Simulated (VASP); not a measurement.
# KI2 (F-43m) in VASP: relaxation of cell and atoms with PBE

Aim: the relaxation of cell and atoms of KI2 with PBE.

Program: VASP 6.6.1. These are calculated values, not measurements. Logs are shortened: lines on timing, memory, paths and dates and some standing lists are left out, and cuts for length are marked.

**1. The cell of the first run**

The structure is cubic, space group F-43m (No. 216). The conventional cell has a = 8.491 Å, b = 8.491 Å, c = 8.491 Å, α = 90.00°, β = 90.00°, γ = 90.00°. Within 4.8 Å of K (site symmetry -43m) lie 10 I at 3.68 to 4.25 Å. I (site symmetry -43m) has 4 I at 3.68 Å and 6 K at 4.25 Å within 4.8 Å. I (site symmetry -43m) has 4 K at 3.68 Å and 4 I at 3.68 Å within 4.8 Å.

The cell was generated, and may not be a known phase.

**2. Relaxation of cell and atoms, PBE**

Input file INCAR:

```
SYSTEM = KI2
PREC = Accurate
ENCUT = 600
EDIFF = 1E-6
ISMEAR = 0
SIGMA = 0.1
LREAL = .FALSE.
LASPH = .TRUE.
NELM = 100
ALGO = Normal
ISIF = 3
LWAVE = .FALSE.
LCHARG = .FALSE.
GGA = PE
IBRION = 2
NSW = 100
EDIFFG = -0.01
```

Input file KPOINTS:

```
regular mesh
0
G
  10 10 10
  0 0 0
```

Input file POSCAR:

```
KI2
1.0
    0.0000000000      4.2456182766      4.2456182766
    4.2456182766      0.0000000000      4.2456182766
    4.2456182766      4.2456182766      0.0000000000
K I
1 2
Direct
    0.2500000000      0.2500000000      0.2500000000
    0.7500000000      0.7500000000      0.7500000000
    0.5000000000      0.5000000000      0.5000000000
```

Potentials or basis: VASP PAW PBE potentials, release 64 (K_sv, I).

Run with:

```bash
> cat potpaw_PBE.64/K_sv/POTCAR potpaw_PBE.64/I/POTCAR > POTCAR
> mpirun -np 1 vasp_std > vasp.out
```

OUTCAR:

```text
SYSTEM = KI2
   PREC = Accurate
   ENCUT = 600
   EDIFF = 1E-6
   ISMEAR = 0
   LREAL = .FALSE.
   LASPH = .TRUE.
   NELM = 100
   ISIF = 3
   GGA = PE
   IBRION = 2
   NSW = 100
   EDIFFG = -0.01

 ion  position               nearest neighbor table
   1  0.250  0.250  0.250-   3 3.68   3 3.68   3 3.68   3 3.68
   2  0.750  0.750  0.750-
   3  0.500  0.500  0.500-   1 3.68   1 3.68   1 3.68   1 3.68

  LATTYP: Found a face centered cubic cell.
 ALAT       =     8.4912365532

  Lattice vectors:

 A1 = (   0.0000000000,   4.2456182766,   4.2456182766)
 A2 = (   4.2456182766,   0.0000000000,   4.2456182766)
 A3 = (   4.2456182766,   4.2456182766,   0.0000000000)

Analysis of symmetry for initial positions (statically):
=====================================================================
 Subroutine PRICEL returns:
 Original cell was already a primitive cell.

 Routine SETGRP: Setting up the symmetry group for a
 face centered cubic supercell.

 Subroutine GETGRP returns: Found 24 space group operations
 (whereof 24 operations were pure point group operations)
 out of a pool of 48 trial point group operations.

The static configuration has the point symmetry T_d .

Analysis of symmetry for dynamics (positions and initial velocities):
=====================================================================
 Subroutine PRICEL returns:
 Original cell was already a primitive cell.

 Routine SETGRP: Setting up the symmetry group for a
 face centered cubic supercell.

 Subroutine GETGRP returns: Found 24 space group operations
 (whereof 24 operations were pure point group operations)
 out of a pool of 48 trial point group operations.

The dynamic configuration has the point symmetry T_d .

 Subroutine INISYM returns: Found 24 space group operations
 (whereof 24 operations are pure point group operations),
 and found     1 'primitive' translations

----------------------------------------------------------------------------------------

                                     Primitive cell

  volume of cell :     153.0569

  direct lattice vectors                    reciprocal lattice vectors
     0.000000000  4.245618277  4.245618277    -0.117768477  0.117768477  0.117768477
     4.245618277  0.000000000  4.245618277     0.117768477 -0.117768477  0.117768477
     4.245618277  4.245618277  0.000000000     0.117768477  0.117768477 -0.117768477

  length of vectors
     6.004210947  6.004210947  6.004210947     0.203980986  0.203980986  0.203980986

  position of ions in fractional coordinates (direct lattice)
     0.250000000  0.250000000  0.250000000
     0.750000000  0.750000000  0.750000000
     0.500000000  0.500000000  0.500000000

  ion indices of the primitive-cell ions
   primitive index   ion index
                 1           1
                 2           2
                 3           3

----------------------------------------------------------------------------------------

 KPOINTS: regular mesh

Automatic generation of k-mesh.
 Grid dimensions read from file:
 generate k-points for:   10   10   10

 Generating k-lattice:

  Cartesian coordinates                     Fractional coordinates (reciprocal lattice)
    -0.011776848  0.011776848  0.011776848     0.100000000  0.000000000  0.000000000
     0.011776848 -0.011776848  0.011776848     0.000000000  0.100000000  0.000000000
     0.011776848  0.011776848 -0.011776848     0.000000000  0.000000000  0.100000000

  Length of vectors
     0.020398099  0.020398099  0.020398099

  Shift w.r.t. Gamma in fractional coordinates (k-lattice)
     0.000000000  0.000000000  0.000000000

 Subroutine IBZKPT returns following result:
 ===========================================

 Found     47 irreducible k-points:

 Following reciprocal coordinates:
            Coordinates               Weight
  0.000000  0.000000  0.000000      1.000000
  0.100000  0.000000  0.000000      8.000000
  0.200000  0.000000  0.000000      8.000000
  0.300000  0.000000  0.000000      8.000000
  0.400000  0.000000  0.000000      8.000000
  0.500000  0.000000  0.000000      4.000000
[... 16 lines left out ...]
  0.300000  0.300000  0.000000      6.000000
  0.400000  0.300000  0.000000     24.000000
 [... further k-points ...]
   k-points           NKPTS =     47   k-points in BZ     NKDIM =     47   number of bands    NBANDS=     15
   number of dos      NEDOS =    301   number of ions     NIONS =      3
   total plane-waves  NPLWV = 110592
   dimension x,y,z NGX =    48 NGY =   48 NGZ =   48
   dimension x,y,z NGXF=    96 NGYF=   96 NGZF=   96
   ions per type =               1   2
   NGX,Y,Z   is equivalent  to a cutoff of  13.29, 13.29, 13.29 a.u.
   NGXF,Y,Z  is equivalent  to a cutoff of  26.58, 26.58, 26.58 a.u.
 SYSTEM =  KI2
   PREC   = accura    normal or accurate (medium, high low for compatibility)
   ISTART =      0    job   : 0-new  1-cont  2-samecut
   ICHARG =      2    charge: 1-file 2-atom 10-const
   ISPIN  =      1    spin polarized calculation?
   LNONCOLLINEAR =      F non collinear calculations
   LSORBIT =      F    spin-orbit coupling
   LASPH  =      T    aspherical Exc in radial PAW
   ENCUT  =  600.0 eV  44.10 Ry    6.64 a.u.  11.99 11.99 11.99*2*pi/ulx,y,z
   NELM   =    100;   NELMIN=  2; NELMDL= -5     # of ELM steps
   EDIFF  = 0.1E-05   stopping-criterion for ELM
   LREAL  =      F    real-space projection
   EDIFFG = -.1E-01   stopping-criterion for IOM
   NSW    =    100    number of steps for IOM
   IBRION =      2    ionic relax: 0-MD 1-quasi-New 2-CG
   NFREE  =      1    steps in history (QN), initial steepest desc. (CG)
   ISIF   =      3    stress and relaxation
   ISYM   =      2    0-nonsym 1-usesym 2-fastsym
   POTIM  = 0.5000    time-step for ionic-motion
   TEBEG  =    0.0;   TEEND  =   0.0 temperature during run
   PSTRESS=    0.0 pullay stress
   NELECT =      23.0000    total number of electrons
   NUPDOWN=      -1.0000    fix difference up-down
   EMIN   =  10.00;   EMAX   =-10.00  energy-range for DOS
   EFERMI =   0.00;   METHOD = LEGACY
   ISMEAR =     0;   SIGMA  =   0.10  broadening in eV -4-tet -1-fermi 0-gaus
   EFERMI_NEDOS =   21; number of points for ismear=-14 and -15
   IALGO  =     38    algorithm
   IMIX   =      4    mixing-type and parameters
     AMIX     =   0.40;   BMIX     =  1.00
     AMIX_MAG =   1.60;   BMIX_MAG =  1.00
  volume/ion in A,a.u.               =      51.02       344.29
  Fermi-wavevector in a.u.,A,eV,Ry     =   0.870362  1.644745 10.306817  0.757530
  Thomas-Fermi vector in A             =   1.989316
   LORBIT       =      0    0 simple, 1 ext, 2 COOP (PROOUT), +10 PAW based schemes
   GGA     = PE    functional components
   LHFCALC =     F    Hartree Fock is set to
   AEXX    =    0.0000 exact exchange contribution
   IVDW    =     0    specifies the selected vdW correction
   LEPSILON=     F    determine dielectric tensor
   LRPA    =     F    only Hartree local field effects (RPA)
 conjugate gradient relaxation of ions
 non-spin polarized calculation
 Gauss-broadening in eV      SIGMA  =   0.10
  energy-cutoff  :      600.00
  volume of cell :      153.06
 maximum number of plane-waves:      5128
   NGX = 23   NGY = 23   NGZ = 23

--------------------------------------- Ionic step        1  -------------------------------------------

 number of electron      22.9999998 magnetization

 Free energy of the ion-electron system (eV)
  ---------------------------------------------------
  ext. energy  EPLUGINS =         0.00000000
  ---------------------------------------------------
  free energy    TOTEN  =        -6.09532699 eV

  energy without entropy =       -6.05204853  energy(sigma->0) =       -6.07368776

------------------------ aborting loop because EDIFF is reached ----------------------------------------

  FORCE on cell =-STRESS in cart. coord.  units (eV):
  Direction    XX          YY          ZZ          XY          YZ          ZX
  --------------------------------------------------------------------------------------
  -------------------------------------------------------------------------------------
  Total        0.1893820      0.1893820      0.1893820     -0.0000000      0.0000000      0.0000000
  in kB        1.9824238      1.9824238      1.9824238     -0.0000000      0.0000000      0.0000000
  external PRESSURE =       1.9824238 kB  Pullay stress =       0.0000000 kB

 VOLUME and BASIS-vectors are now :
 -----------------------------------------------------------------------------
  energy-cutoff  :      600.00
  volume of cell :      153.06
      direct lattice vectors                 reciprocal lattice vectors
     0.000000000  4.245618277  4.245618277    -0.117768477  0.117768477  0.117768477
     4.245618277  0.000000000  4.245618277     0.117768477 -0.117768477  0.117768477
     4.245618277  4.245618277  0.000000000     0.117768477  0.117768477 -0.117768477
[... 38 lines left out ...]
 POSITION                                       TOTAL-FORCE (eV/Angst)
 -----------------------------------------------------------------------------------
      2.12927      2.12927      2.12927        -0.000000      0.000000      0.000000
      6.38782      6.38782      6.38782         0.000000      0.000000      0.000000
      4.25855      4.25855      4.25855        -0.000000     -0.000000     -0.000000
 -----------------------------------------------------------------------------------
    total drift:                                0.000000      0.000000      0.000000

  FREE ENERGIE OF THE ION-ELECTRON SYSTEM (eV)
  ---------------------------------------------------
  free  energy   TOTEN  =        -6.0966668523 eV

  energy  without entropy=       -6.0529083845  energy(sigma->0) =       -6.07478762

--------------------------------------- Ionic step        3  -------------------------------------------

 number of electron      22.9999999 magnetization

 Free energy of the ion-electron system (eV)
  ---------------------------------------------------
  ext. energy  EPLUGINS =         0.00000000
  ---------------------------------------------------
  free energy    TOTEN  =        -6.09729049 eV

  energy without entropy =       -6.05284886  energy(sigma->0) =       -6.07506968

 E-fermi :   0.1592     XC(G=0):  -6.6780

 val. band max:        0.1513080271   @ k =  -0.4000   0.2000   0.0000
 cond. band min:       0.1691378284   @ k =  -0.4000   0.4000   0.1000
 fundamental gap:      0.0178298014
 Fermi energy:         0.1592046971

 k-point     1 :       0.0000    0.0000    0.0000
  band No.  band energies     occupation
      1     -29.6911      2.00000
      2     -13.1612      2.00000
      3     -13.1612      2.00000
      4     -13.1612      2.00000
      5     -11.6555      2.00000
      6     -10.6093      2.00000
      7      -1.7047      2.00000
      8      -1.7047      2.00000
      9      -1.7047      2.00000
     10      -0.5221      2.00000
     11      -0.5221      2.00000
     12      -0.5221      2.00000
     13       3.4268      0.00000
     14       5.6222      0.00000
     15       5.6222      0.00000
[... 397 lines left out ...]
 k-point    24 :       0.4000    0.3000    0.0000
  band No.  band energies     occupation
      1     -29.6910      2.00000
      2     -13.1809      2.00000
      3     -13.1635      2.00000
      4     -13.1632      2.00000
      5     -11.3759      2.00000
      6     -10.9135      2.00000
      7      -2.1513      2.00000
      8      -2.1077      2.00000
      9      -1.4216      2.00000
     10      -0.9244      2.00000
     11       0.1138      1.47955
     12       0.1331      1.28831
     13       4.9482      0.00000
     14       5.1288      0.00000
     15       6.3374      0.00000

 [... further k-points ...]
[... 5 lines left out ...]
  --------------------------------------------------------------------------------------
  -------------------------------------------------------------------------------------
  Total       -0.0079380     -0.0079380     -0.0079380     -0.0000000     -0.0000000     -0.0000000
  in kB       -0.0812855     -0.0812855     -0.0812855     -0.0000000     -0.0000000     -0.0000000
  external PRESSURE =      -0.0812855 kB  Pullay stress =       0.0000000 kB

 VOLUME and BASIS-vectors are now :
 -----------------------------------------------------------------------------
  energy-cutoff  :      600.00
  volume of cell :      156.46
      direct lattice vectors                 reciprocal lattice vectors
    -0.000000000  4.276864277  4.276864277    -0.116908082  0.116908082  0.116908082
     4.276864277  0.000000000  4.276864277     0.116908082 -0.116908082  0.116908082
     4.276864277  4.276864277 -0.000000000     0.116908082  0.116908082 -0.116908082

 POSITION                                       TOTAL-FORCE (eV/Angst)
 -----------------------------------------------------------------------------------
      2.13843      2.13843      2.13843         0.000000      0.000000      0.000000
      6.41530      6.41530      6.41530        -0.000000     -0.000000     -0.000000
      4.27686      4.27686      4.27686        -0.000000      0.000000      0.000000
 -----------------------------------------------------------------------------------
    total drift:                                0.000000      0.000000      0.000000

  FREE ENERGIE OF THE ION-ELECTRON SYSTEM (eV)
  ---------------------------------------------------
  free  energy   TOTEN  =        -6.0972904916 eV

  energy  without entropy=       -6.0528488616  energy(sigma->0) =       -6.07506968

 reached required accuracy - stopping structural energy minimisation
```

It took 3.9 min on 1 thread of Intel Xeon Platinum 8488C (Sapphire Rapids), shared host; peak memory 0.43 GiB.

What came out:

- Free energy: -6.0973 eV
- Relaxed volume: 52.15 Å³/atom
- Relaxed cell: a = 6.048 Å, b = 6.048 Å, c = 6.048 Å, α = 60.00°, β = 60.00°, γ = 60.00°
- Space group after relaxing (to 0.1 Å): F-43m (No. 216)
- Energy gained by relaxing: 0.7 meV/atom
- Ionic steps: 3
- Pressure after relaxing: 0.0 GPa
- Band gap on the k mesh: zero (an odd number of electrons rules out a gap without spin polarisation)

The path:
```
step  energy change (eV)  largest force (eV/Å)  pressure (GPa)  volume (Å³)
   1              0.0000                0.0000            0.20       153.06
   2             -0.0013                0.0000            0.11       154.46
   3             -0.0020                0.0000           -0.01       156.46
```

Final structure:
```yaml
crystal:
  lattice:
    - [0.00000, 4.27686, 4.27686]
    - [4.27686, 0.00000, 4.27686]
    - [4.27686, 4.27686, 0.00000]
  atoms:
    - { symbol: K, position: [0.25000, 0.25000, 0.25000] }
    - { symbol: I, position: [0.75000, 0.75000, 0.75000] }
    - { symbol: I, position: [0.50000, 0.50000, 0.50000] }
```

Levels at points of the mesh, in eV from the Fermi level:
| k point | band 8 | band 9 | band 10 | band 11 | band 12 | band 13 | band 14 | band 15 |
| --- | --- | --- | --- | --- | --- | --- | --- | --- |
| (0.00, 0.00, 0.00) | -1.86 | -1.86 | -0.68 | -0.68 | -0.68 | 3.27 | 5.46 | 5.46 |
| (0.50, 0.00, 0.00) | -2.12 | -2.12 | -0.32 | -0.32 | -0.25 | 5.18 | 5.26 | 5.96 |
| (0.50, 0.50, 0.00) | -2.35 | -1.48 | -1.23 | 0.11 | 0.11 | 4.72 | 4.85 | 6.54 |

Caveat: spin-orbit coupling is left out, which moves the levels of the heavy elements; an odd number of electrons without spin polarisation forces a metal; a magnetic or distorted state may lie lower.
